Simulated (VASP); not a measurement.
Input of a VASP 6.6.1 run:

Contents of POSCAR:

```
Ga3Sb2P
1.0
   -2.0884979784      6.2581738621      2.9463210247
    2.0884979784     -6.2581738621      2.9463210247
    2.0884979784      6.2581738621     -2.9463210247
P Ga Sb
1 3 2
Direct
    0.0013029147      0.0013029147      0.0000000000
    0.2181108723      0.7181108723      0.5000000000
    0.6132325866      0.7664847392      0.8467478473
    0.9197368919      0.7664847392      0.1532521527
    0.3337002425     -0.0011916327      0.3348918753
    0.6639164920     -0.0011916327      0.6651081247
```

File INCAR.step1:

```
ALGO     = Normal         # electronic algorithm
EDIFF    = 1E-4           # SCF threshold, eV
ENCUT    = 520            # plane-wave cutoff, eV
GGA      = PE             # functional
ISMEAR   = -1             # smearing method
LASPH    = T              # aspherical terms in the spheres
LCHARG   = F              # write CHGCAR
LREAL    = F              # projectors in reciprocal space
LWAVE    = T              # write WAVECAR
NBANDS   = 36             # bands
NELM     = 60             # most SCF steps
PREC     = Accurate       # precision mode
SIGMA    = 0.02           # smearing width, eV
```

File INCAR.step2:

```
ALGO     = Normal         # electronic algorithm
EDIFF    = 1E-7           # SCF threshold, eV
ENCUT    = 520            # plane-wave cutoff, eV
ISIF     = 2              # what is computed and relaxed
ISMEAR   = -1             # smearing method
ISTART   = 1            
LASPH    = T              # aspherical terms in the spheres
LCHARG   = T              # write CHGCAR
LELF     = T              # ELF
LMIXTAU  = T            
LREAL    = F              # projectors in reciprocal space
LVHAR    = T            
LWAVE    = F              # write WAVECAR
METAGGA  = R2SCAN         # meta-GGA
NBANDS   = 36             # bands
NELM     = 60             # most SCF steps
PREC     = Accurate       # precision mode
SIGMA    = 0.02           # smearing width, eV
```

KPOINTS

```
k-points
0
Gamma
  6 6 6
```

Potentials or basis: VASP PAW PBE potentials, release 64 (P, Ga_d, Sb).

Launch:

```bash
$ cat potpaw_PBE.64/P/POTCAR potpaw_PBE.64/Ga_d/POTCAR potpaw_PBE.64/Sb/POTCAR > POTCAR
$ cp INCAR.step1 INCAR
$ mpirun -np 1 vasp_std > vasp.out
$ cp INCAR.step2 INCAR
$ mpirun -np 1 vasp_std > vasp.out
```

Estimate the band gap on the k mesh.

0.50 eV.

Estimate the pressure.

0.1 GPa.

What does it give for the largest force?

0.014 eV/Å.

Forces in eV/Å, atoms in the order of the input:
```
P    0.000  0.000 -0.003
Ga   0.000  0.000 -0.011
Ga   0.000  0.011  0.009
Ga   0.000 -0.011  0.009
Sb   0.000  0.000 -0.002
Sb   0.000  0.000 -0.002
```

Caveat: the PAW data sets were made with another functional, which shifts forces and pressure a little; spin-orbit coupling is left out, which moves the levels of the heavy elements. A k mesh can miss the band edges.
